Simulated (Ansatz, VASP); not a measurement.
## RhN: VASP beside Ansatz

POSCAR

```
RhN
1.0
    0.0000000000      2.2995982485      2.2995982485
    2.2995982485      0.0000000000      2.2995982485
    2.2995982485      2.2995982485      0.0000000000
Rh N
1 1
Direct
    0.0000000000      0.0000000000      0.0000000000
    0.2500000000      0.2500000000      0.2500000000
```

File INCAR.step1:

```
SYSTEM = RhN
PREC     = Accurate       ! precision mode
ENCUT    = 520            ! plane-wave cutoff, eV
ISMEAR   = 0              ! smearing method
SIGMA    = 0.05           ! smearing width, eV
LREAL    = .FALSE.        ! projectors in reciprocal space
LASPH    = .TRUE.         ! aspherical terms in the spheres
NELM     = 60             ! most SCF steps
NBANDS   = 17             ! bands
GGA      = PE             ! functional
ALGO     = Normal         ! electronic algorithm
EDIFF    = 1E-4           ! SCF threshold, eV
LWAVE    = .TRUE.         ! write WAVECAR
LCHARG   = .FALSE.        ! write CHGCAR
```

File INCAR.step2:

```
SYSTEM = RhN
PREC     = Accurate       ! precision mode
ENCUT    = 520            ! plane-wave cutoff, eV
EDIFF    = 1E-7           ! SCF threshold, eV
ISMEAR   = 0              ! smearing method
SIGMA    = 0.05           ! smearing width, eV
LREAL    = .FALSE.        ! projectors in reciprocal space
LASPH    = .TRUE.         ! aspherical terms in the spheres
NELM     = 60             ! most SCF steps
ALGO     = Normal         ! electronic algorithm
ISIF     = 2              ! what is computed and relaxed
LWAVE    = .FALSE.        ! write WAVECAR
LCHARG   = .FALSE.        ! write CHGCAR
METAGGA  = R2SCAN         ! meta-GGA
LMIXTAU  = .TRUE.       
NBANDS   = 17             ! bands
ISTART   = 1
```

Contents of KPOINTS:

```
Automatic mesh
0
G
  12 12 12
  0 0 0
```

Input for Ansatz:

```yaml
crystal:
  lattice:
    - [0.0, 2.2995982485, 2.2995982485]
    - [2.2995982485, 0.0, 2.2995982485]
    - [2.2995982485, 2.2995982485, 0.0]
  atoms:
    - { symbol: Rh, position: [0.0, 0.0, 0.0] }
    - { symbol: "N", position: [0.25, 0.25, 0.25] }
basis:
  ecutwfc: 500
  ecutrho_ratio: 4
kpoints:
  mp_grid: { grid: [12, 12, 12] }
hamiltonian:
  xc: r2scan
scf:
  occupations: { method: gaussian, width: 0.05 }
output:
  forces: true
  stress: true
  eigenvalues: true
  populations: true
  write_density: true
  write_potential: true
  elf: true
  volumetric_format: npy
```

Alike in both runs: task single point; functional r2SCAN; k mesh 12 × 12 × 12; occupations gaussian, width 0.05 eV; no spin polarisation.

```csv
,VASP,Ansatz
version,VASP 6.6.1,Ansatz 0.2.0
potentials or method,"VASP PAW PBE potentials, release 64 (Rh_pv, N), cutoff 520 eV","scalar-relativistic, plane waves, PAW"
valence electrons in the cell,20,22
```

|  | VASP | Ansatz | Ansatz less VASP |
| --- | --- | --- | --- |
| gap on the k mesh at the Fermi level (eV) | none | none | - |
| pressure (GPa) | -3.4 | -3.8 | -0.38 |

VASP's potentials were made for PBE, not for r2SCAN. A gap of «none» marks a metal or a gap that the smearing closes. The functional is the same, so the differences come from potentials, cutoffs and numerics. VASP's potentials hold 20 valence electrons a cell and Ansatz's 22, so a difference there can come from the potentials and not from the codes.
